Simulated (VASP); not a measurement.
Here is a VASP 6.6.1 calculation.

Contents of INCAR:

```
PREC = Accurate
ENCUT = 600
EDIFF = 1E-6
ISMEAR = 0
SIGMA = 0.1
LREAL = False
LASPH = True
NELM = 200
ALGO = Normal
ISIF = 2
LWAVE = False
LCHARG = False
ISPIN = 2
MAGMOM = 4 3
LORBIT = 11
LMAXMIX = 4
GGA = PE
NBANDS = 20
GGA_COMPAT = False
```

File KPOINTS:

```
Automatic mesh
0
Gamma
  6 6 6
```

File POSCAR:

```
FeCo
1.0
    2.9168952100      0.0000000000      0.0000000000
    0.0000000000      2.9168952100      0.0000000000
    0.0000000000      0.0000000000      2.9168952100
Fe Co
1 1
Direct
    0.0000000000      0.0000000000      0.0000000000
    0.5000000000      0.5000000000      0.5000000000
```

Potentials or basis: VASP PAW PBE potentials, release 64 (Fe, Co).

Run with:

```sh
$ cat potpaw_PBE.64/Fe/POTCAR potpaw_PBE.64/Co/POTCAR > POTCAR
$ mpirun -np 1 vasp_std > vasp.out
```

(1) Estimate the site moments.

(2) Estimate the net moment.

Results:

(1) Fe +2.96; Co +1.87 μB.

(2) 4.82 μB per cell.

Caveat: the cell stands under tension.
